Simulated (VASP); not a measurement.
Input of a VASP 6.6.1 run:

Contents of INCAR:

```
SYSTEM = FeGe
ALGO = Normal
EDIFF = 1E-6
EDIFFG = -0.01
ENCUT = 600
IBRION = 2
ISIF = 8
ISMEAR = 0
LASPH = .True.
LCHARG = .False.
LREAL = .False.
LWAVE = .False.
NELM = 80
NSW = 60
PREC = Accurate
SIGMA = 0.05
```

KPOINTS

```
k-points
0
Gamma
  8 8 8
  0 0 0
```

File POSCAR:

```
FeGe
1.0
    4.7000000000      0.0000000000      0.0000000000
    0.0000000000      4.7000000000      0.0000000000
    0.0000000000      0.0000000000      4.7000000000
Fe Ge
4 4
Direct
    0.1360000000      0.1360000000      0.1360000000
    0.6360000000      0.3640000000      0.8640000000
    0.8640000000      0.6360000000      0.3640000000
    0.3640000000      0.8640000000      0.6360000000
    0.8430000000      0.8430000000      0.8430000000
    0.3430000000      0.6570000000      0.1570000000
    0.1570000000      0.3430000000      0.6570000000
    0.6570000000      0.1570000000      0.3430000000
```

Potentials or basis: VASP PAW LDA potentials, release 64 (Fe, Ge_d).

Launch:

```bash
$ cat potpaw_LDA.64/Fe/POTCAR potpaw_LDA.64/Ge_d/POTCAR > POTCAR
$ mpirun -np 1 vasp_std > vasp.out
```

What does it give for the band gap on the k mesh?

0.11 eV (least direct gap 0.12 eV).

Estimate the relaxed cell.

a = 4.543 Å, b = 4.543 Å, c = 4.543 Å, α = 90.00°, β = 90.00°, γ = 90.00°.

Predict the space group after relaxing (to 0.1 Å).

P2_13 (No. 198).

Predict the relaxed volume.

11.72 Å³/atom.

The path:
```
step  energy change (eV)  largest force (eV/Å)  pressure (GPa)  volume (Å³)
   1              0.0000                0.5323          -18.56       103.82
   2              0.4433                0.8548           37.44        82.83
   3             -0.6818                0.3776           -0.45        93.75
   4             -0.6825                0.3697            0.24        93.51
   5             -0.6984                0.1208            0.12        93.57
   6             -0.7003                0.0398            0.15        93.60
   7             -0.7002                0.0411            0.14        93.60
   8             -0.7005                0.0287           -0.10        93.74
   9             -0.7005                0.0233           -0.24        93.80
  10             -0.7007                0.0036           -0.10        93.75
```

A k mesh can miss the band edges. Spin polarisation is off, so any magnetic state and its effect on volume and gap are missing.
